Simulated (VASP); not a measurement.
# Ti (P6/mmm) in VASP: notebook, part 2 of 2

VASP 6.6.1. Earlier steps stand in the parts before.

### 4 Single point, RPBE (16.26 Å³/atom)

This run uses another cell than the first one, of 16.26 Å³/atom.

Contents of INCAR:

```
PREC = Accurate
ENCUT = 520
EDIFF = 1E-6
ISMEAR = -1
SIGMA = 0.1
LREAL = False
LASPH = True
NELM = 80
ALGO = Normal
ISIF = 2
LWAVE = False
LCHARG = False
GGA = RP
NBANDS = 25
```

Contents of KPOINTS:

```
Automatic mesh
0
Gamma
  9 9 12
```

Contents of POSCAR:

```
Ti
1.0
    4.5018629845      0.0000000000      0.0000000000
   -2.2509314922      3.8987277089      0.0000000000
    0.0000000000      0.0000000000      2.7784502438
Ti
3
Direct
    0.0000000000      0.0000000000      0.0000000000
    0.3333333333      0.6666666667      0.5000000000
    0.6666666667      0.3333333333      0.5000000000
```

Potentials or basis: VASP PAW PBE potentials, release 64 (Ti_sv).

The run is started by

```bash
> cat potpaw_PBE.64/Ti_sv/POTCAR > POTCAR
> mpirun -np 1 vasp_std > vasp.out
```

OUTCAR:

```text
PREC = Accurate
   ENCUT = 520
   EDIFF = 1E-6
   ISMEAR = -1
   LREAL = False
   LASPH = True
   NELM = 80
   ISIF = 2
   GGA = RP

 ion  position               nearest neighbor table
   1  0.000  0.000  0.000-
   2  0.333  0.667  0.500-   3 2.60   3 2.60   3 2.60
   3  0.667  0.333  0.500-   2 2.60   2 2.60   2 2.60

  LATTYP: Found a hexagonal cell.
 ALAT       =     4.5018629845
 C/A-ratio  =     0.6171778780

  Lattice vectors:

 A1 = (   4.5018629845,   0.0000000000,   0.0000000000)
 A2 = (  -2.2509314922,   3.8987277089,   0.0000000000)
 A3 = (   0.0000000000,   0.0000000000,   2.7784502438)

Analysis of symmetry for initial positions (statically):
=====================================================================
 Subroutine PRICEL returns:
 Original cell was already a primitive cell.

 Routine SETGRP: Setting up the symmetry group for a
 hexagonal supercell.

 Subroutine GETGRP returns: Found 24 space group operations
 (whereof 24 operations were pure point group operations)
 out of a pool of 24 trial point group operations.

The static configuration has the point symmetry D_6h.

Analysis of symmetry for dynamics (positions and initial velocities):
=====================================================================
 Subroutine PRICEL returns:
 Original cell was already a primitive cell.

 Routine SETGRP: Setting up the symmetry group for a
 hexagonal supercell.

 Subroutine GETGRP returns: Found 24 space group operations
 (whereof 24 operations were pure point group operations)
 out of a pool of 24 trial point group operations.

The dynamic configuration has the point symmetry D_6h.

 Subroutine INISYM returns: Found 24 space group operations
 (whereof 24 operations are pure point group operations),
 and found     1 'primitive' translations

----------------------------------------------------------------------------------------

                                     Primitive cell

  volume of cell :      48.7661

  direct lattice vectors                    reciprocal lattice vectors
     4.501862984  0.000000000  0.000000000     0.222130261  0.128246966  0.000000000
    -2.250931492  3.898727709  0.000000000     0.000000000  0.256493932  0.000000000
     0.000000000  0.000000000  2.778450244     0.000000000  0.000000000  0.359912869

  length of vectors
     4.501862984  4.501862984  2.778450244     0.256493932  0.256493932  0.359912869

  position of ions in fractional coordinates (direct lattice)
     0.000000000  0.000000000  0.000000000
     0.333333333  0.666666667  0.500000000
     0.666666667  0.333333333  0.500000000

  ion indices of the primitive-cell ions
   primitive index   ion index
                 1           1
                 2           2
                 3           3

----------------------------------------------------------------------------------------

 KPOINTS: Automatic mesh

Automatic generation of k-mesh.
 Grid dimensions read from file:
 generate k-points for:    9    9   12

 Generating k-lattice:

  Cartesian coordinates                     Fractional coordinates (reciprocal lattice)
     0.024681140  0.014249663  0.000000000     0.111111111  0.000000000  0.000000000
     0.000000000  0.028499326  0.000000000     0.000000000  0.111111111  0.000000000
     0.000000000  0.000000000  0.029992739     0.000000000  0.000000000  0.083333333

  Length of vectors
     0.028499326  0.028499326  0.029992739

  Shift w.r.t. Gamma in fractional coordinates (k-lattice)
     0.000000000  0.000000000  0.000000000

 Subroutine IBZKPT returns following result:
 ===========================================

 Found     84 irreducible k-points:

 Following reciprocal coordinates:
            Coordinates               Weight
  0.000000  0.000000  0.000000      1.000000
  0.111111  0.000000  0.000000      6.000000
  0.222222 -0.000000  0.000000      6.000000
  0.333333 -0.000000  0.000000      6.000000
  0.444444 -0.000000  0.000000      6.000000
  0.111111  0.111111  0.000000      6.000000
[... 16 lines left out ...]
  0.333333  0.222222  0.083333     24.000000
  0.333333  0.333333  0.083333      4.000000
 [... further k-points ...]
   k-points           NKPTS =     84   k-points in BZ     NKDIM =     84   number of bands    NBANDS=     25
   number of dos      NEDOS =    301   number of ions     NIONS =      3
   total plane-waves  NPLWV =  31104
   dimension x,y,z NGX =    36 NGY =   36 NGZ =   24
   dimension x,y,z NGXF=    72 NGYF=   72 NGZF=   48
   ions per type =               3
   NGX,Y,Z   is equivalent  to a cutoff of  13.29, 13.29, 14.36 a.u.
   NGXF,Y,Z  is equivalent  to a cutoff of  26.59, 26.59, 28.72 a.u.
 SYSTEM =  unknown system
   PREC   = accura    normal or accurate (medium, high low for compatibility)
   ISTART =      0    job   : 0-new  1-cont  2-samecut
   ICHARG =      2    charge: 1-file 2-atom 10-const
   ISPIN  =      1    spin polarized calculation?
   LNONCOLLINEAR =      F non collinear calculations
   LSORBIT =      F    spin-orbit coupling
   LASPH  =      T    aspherical Exc in radial PAW
   ENCUT  =  520.0 eV  38.22 Ry    6.18 a.u.   8.37  8.37  5.17*2*pi/ulx,y,z
   NELM   =     80;   NELMIN=  2; NELMDL= -5     # of ELM steps
   EDIFF  = 0.1E-05   stopping-criterion for ELM
   LREAL  =      F    real-space projection
   EDIFFG = 0.1E-04   stopping-criterion for IOM
   NSW    =      0    number of steps for IOM
   IBRION =     -1    ionic relax: 0-MD 1-quasi-New 2-CG
   NFREE  =      0    steps in history (QN), initial steepest desc. (CG)
   ISIF   =      2    stress and relaxation
   ISYM   =      2    0-nonsym 1-usesym 2-fastsym
   POTIM  = 0.5000    time-step for ionic-motion
   TEBEG  =    0.0;   TEEND  =   0.0 temperature during run
   PSTRESS=    0.0 pullay stress
   NELECT =      36.0000    total number of electrons
   NUPDOWN=      -1.0000    fix difference up-down
   EMIN   =  10.00;   EMAX   =-10.00  energy-range for DOS
   EFERMI =   0.00;   METHOD = LEGACY
   ISMEAR =    -1;   SIGMA  =   0.10  broadening in eV -4-tet -1-fermi 0-gaus
   EFERMI_NEDOS =   21; number of points for ismear=-14 and -15
   IALGO  =     38    algorithm
   IMIX   =      4    mixing-type and parameters
     AMIX     =   0.40;   BMIX     =  1.00
     AMIX_MAG =   1.60;   BMIX_MAG =  1.00
  volume/ion in A,a.u.               =      16.26       109.70
  Fermi-wavevector in a.u.,A,eV,Ry     =   1.479573  2.795988 29.785007  2.189136
  Thomas-Fermi vector in A             =   2.593714
   LORBIT       =      0    0 simple, 1 ext, 2 COOP (PROOUT), +10 PAW based schemes
   GGA     = RP    functional components
   LHFCALC =     F    Hartree Fock is set to
   AEXX    =    0.0000 exact exchange contribution
   IVDW    =     0    specifies the selected vdW correction
   LEPSILON=     F    determine dielectric tensor
   LRPA    =     F    only Hartree local field effects (RPA)
 non-spin polarized calculation
  energy-cutoff  :      520.00
  volume of cell :       48.77
 maximum number of plane-waves:      1342
 NGX is ok and might be reduce to    36
   NGX = 17   NGY = 17   NGZ = 11

 number of electron      36.0000012 magnetization

 Free energy of the ion-electron system (eV)
  ---------------------------------------------------
  ext. energy  EPLUGINS =         0.00000000
  ---------------------------------------------------
  free energy    TOTEN  =       -22.24353977 eV

  energy without entropy =      -22.14646165  energy(sigma->0) =      -22.19500071

 E-fermi :   9.0356     XC(G=0): -11.7057

 val. band max:        9.0340306858   @ k =   0.0000   0.0000   0.0000
 cond. band min:       9.0456851555   @ k =   0.3333   0.1111   0.0000
 fundamental gap:      0.0116544697
 Fermi energy:         9.0356288772

 k-point     1 :       0.0000    0.0000    0.0000
  band No.  band energies     occupation
      1     -47.8556      2.00000
      2     -47.6190      2.00000
      3     -47.4333      2.00000
      4     -24.1131      2.00000
      5     -24.1131      2.00000
      6     -24.0614      2.00000
[... 17 lines left out ...]
     24      10.9974      0.00000
     25      11.0867      0.00000
[... 621 lines left out ...]
      3     -47.5352      2.00000
      4     -24.1501      2.00000
      5     -24.1417      2.00000
      6     -24.1417      2.00000
[... 17 lines left out ...]
     24      11.0556      0.00000
     25      12.0837      0.00000

 [... further k-points ...]

------------------------ aborting loop because EDIFF is reached ----------------------------------------

  FORCE on cell =-STRESS in cart. coord.  units (eV):
  Direction    XX          YY          ZZ          XY          YZ          ZX
  --------------------------------------------------------------------------------------
  -------------------------------------------------------------------------------------
  Total        2.9450120      2.9450120      3.1221102      0.0000000      0.0000000     -0.0000000
  in kB       96.7564317     96.7564317    102.5748780      0.0000000      0.0000000     -0.0000000
  external PRESSURE =      98.6959138 kB  Pullay stress =       0.0000000 kB

 VOLUME and BASIS-vectors are now :
 -----------------------------------------------------------------------------
  energy-cutoff  :      520.00
  volume of cell :       48.77
      direct lattice vectors                 reciprocal lattice vectors
     4.501862984  0.000000000  0.000000000     0.222130261  0.128246966  0.000000000
    -2.250931492  3.898727709  0.000000000     0.000000000  0.256493932  0.000000000
     0.000000000  0.000000000  2.778450244     0.000000000  0.000000000  0.359912869

 POSITION                                       TOTAL-FORCE (eV/Angst)
 -----------------------------------------------------------------------------------
      0.00000      0.00000      0.00000        -0.000000      0.000000     -0.000000
     -0.00000      2.59915      1.38923         0.000000      0.000000      0.000000
      2.25093      1.29958      1.38923        -0.000000      0.000000     -0.000000
 -----------------------------------------------------------------------------------
    total drift:                                0.000000      0.000000     -0.000000

  FREE ENERGIE OF THE ION-ELECTRON SYSTEM (eV)
  ---------------------------------------------------
  free  energy   TOTEN  =       -22.2435397673 eV

  energy  without entropy=      -22.1464616500  energy(sigma->0) =      -22.19500071
```

stdout:

```text
POSCAR found type information on POSCAR Ti
 POSCAR found :  1 types and       3 ions
 scaLAPACK will be used
 -----------------------------------------------------------------------------
|                                                                             |
|                                                                             |
|     You enforced a specific xc type in the INCAR file but a different       |
|     I HOPE YOU KNOW WHAT YOU ARE DOING!                                     |
|                                                                             |
 -----------------------------------------------------------------------------

 LDA part: xc-table for (Slater+PW92), standard interpolation
 POSCAR, INCAR and KPOINTS ok, starting setup
 FFT: planning ... GRIDC
 FFT: planning ... GRID_SOFT
 FFT: planning ... GRID
 WAVECAR not read
 entering main loop
```

Wall time 2.9 min (1 thread of Intel Xeon 8259CL, shared host); peak memory 0.23 GiB.

What came out:

* Free energy: -22.2435 eV
* Pressure: 9.9 GPa
* Band gap on the k mesh: zero (bands 18 and 19 overlap by 0.30 eV)

Stress tensor (GPa, compression positive):
```
 9.68  0.00  0.00
 0.00  9.68  0.00
 0.00  0.00 10.26
```

Caveat: the cell stands under pressure; the PAW data sets were made with another functional, which shifts forces and pressure a little.

### 5 Single point, RPBE (16.96 Å³/atom)

This run uses another cell than the first one, of 16.96 Å³/atom.

Contents of INCAR:

```
SYSTEM = Ti
PREC     = Accurate       ! precision mode
ENCUT    = 520            ! plane-wave cutoff, eV
EDIFF    = 1E-6           ! SCF threshold, eV
ISMEAR   = -1             ! smearing method
SIGMA    = 0.1            ! smearing width, eV
LREAL    = .False.        ! projectors in reciprocal space
LASPH    = .True.         ! aspherical terms in the spheres
NELM     = 100            ! most SCF steps
ALGO     = Normal         ! electronic algorithm
ISIF     = 2              ! what is computed and relaxed
LWAVE    = .False.        ! write WAVECAR
LCHARG   = .False.        ! write CHGCAR
GGA      = RP             ! functional
NBANDS   = 25             ! bands
```

Contents of KPOINTS:

```
regular mesh
0
Gamma
  9 9 12
  0 0 0
```

Contents of POSCAR:

```
Ti
1.0
    4.5661840029      0.0000000000      0.0000000000
   -2.2830920015      3.9544313449      0.0000000000
    0.0000000000      0.0000000000      2.8181477534
Ti
3
Direct
    0.0000000000      0.0000000000      0.0000000000
    0.3333333333      0.6666666667      0.5000000000
    0.6666666667      0.3333333333      0.5000000000
```

The run is started by

```bash
> cat potpaw_PBE.64/Ti_sv/POTCAR > POTCAR
> mpirun -np 1 vasp_std > vasp.out
```

Wall time 3.5 min (1 thread of Intel Xeon 8259CL, shared host); peak memory 0.23 GiB.

Results (log left out):

| Quantity | Value |
| --- | --- |
| Free energy | -22.3367 eV |
| Pressure | 4.3 GPa |
| Band gap on the k mesh | zero (bands 18 and 19 overlap by 0.28 eV) |

Stress tensor (GPa, compression positive):
```
4.26 0.00 0.00
0.00 4.26 0.00
0.00 0.00 4.51
```

Levels at points of the mesh, in eV from the Fermi level:
```csv
k point,band 15,band 16,band 17,band 18,band 19,band 20,band 21,band 22
"(0.00, 0.00, 0.00)",-0.69,-0.69,-0.62,-0.62,-0.01,0.71,1.33,1.33
"(0.00, 0.00, 0.50)",-2.08,-1.72,-1.61,-1.61,1.08,1.08,1.29,1.29
```

Caveat: the cell stands under pressure; the PAW data sets were made with another functional, which shifts forces and pressure a little.

### 6 Single point, RPBE (17.67 Å³/atom)

Contents of INCAR:

```
SYSTEM = Ti
PREC = Accurate
ENCUT = 520
EDIFF = 1E-6
ISMEAR = -1
SIGMA = 0.1
LREAL = .False.
LASPH = .True.
NELM = 80
ALGO = Normal
ISIF = 2
LWAVE = .False.
LCHARG = .True.
GGA = RP
LELF = .True.
LVHAR = .True.
NBANDS = 25
```

KPOINTS is that of step 5.

Contents of POSCAR:

```
Ti
1.0
    4.6287422425      0.0000000000      0.0000000000
   -2.3143711212      4.0086083695      0.0000000000
    0.0000000000      0.0000000000      2.8567573150
Ti
3
Direct
    0.0000000000      0.0000000000      0.0000000000
    0.3333333333      0.6666666667      0.5000000000
    0.6666666667      0.3333333333      0.5000000000
```

Potentials or basis: VASP PAW PBE potentials, release 64 (Ti_sv).

The run is started by

```bash
> cat potpaw_PBE.64/Ti_sv/POTCAR > POTCAR
> mpirun -np 1 vasp_std > vasp.out
```

Run time: 3.7 min. Hardware: 1 thread of Intel Xeon 8259CL, shared host; peak memory 0.23 GiB.

It converged, with:

```
Free energy            : -22.3637 eV
Pressure               : -0.2 GPa
Band gap on the k mesh : zero (bands 18 and 19 overlap by 0.23 eV)
```

Levels at points of the mesh, in eV from the Fermi level:
| k point | band 14 | band 15 | band 16 | band 17 | band 18 | band 19 | band 20 | band 21 | band 22 | band 23 |
| --- | --- | --- | --- | --- | --- | --- | --- | --- | --- | --- |
| (0.00, 0.00, 0.00) | -1.83 | -0.68 | -0.68 | -0.60 | -0.60 | -0.02 | 0.69 | 1.28 | 1.28 | 1.80 |
| (0.00, 0.00, 0.50) | -1.95 | -1.95 | -1.73 | -1.52 | -1.52 | 1.05 | 1.05 | 1.23 | 1.23 | 2.86 |

Caveat: the PAW data sets were made with another functional, which shifts forces and pressure a little.

### 7 Summary

| cell | k mesh | gap on the mesh (eV) | pressure (GPa) |
| --- | --- | --- | --- |
| a = 4.629, b = 4.629, c = 2.857 Å, angles 90.0, 90.0, 120.0°, 3 atoms | 8 × 8 × 11 | none | -0.2 |
| a = 4.436, b = 4.436, c = 2.738 Å, angles 90.0, 90.0, 120.0°, 3 atoms | 9 × 9 × 12 | none | 16.4 |
| a = 4.502, b = 4.502, c = 2.778 Å, angles 90.0, 90.0, 120.0°, 3 atoms | 9 × 9 × 12 | none | 9.9 |
| a = 4.566, b = 4.566, c = 2.818 Å, angles 90.0, 90.0, 120.0°, 3 atoms | 9 × 9 × 12 | none | 4.3 |
| a = 4.629, b = 4.629, c = 2.857 Å, angles 90.0, 90.0, 120.0°, 3 atoms | 9 × 9 × 12 | none | -0.2 |

Alike in all rows: task single point; level RPBE; potentials or basis VASP PAW PBE potentials, release 64 (Ti_sv); no spin polarisation; cutoff (eV) 520; smearing fermi-dirac 0.1 eV.

Caveats: the PAW data sets were made with another functional, which shifts forces and pressure a little; the cell stands under pressure (at least some runs).

Absolute energies hang on the potentials; compare differences alone.

The gap in the log of VASP goes by the Fermi energy; the results here count the filled bands.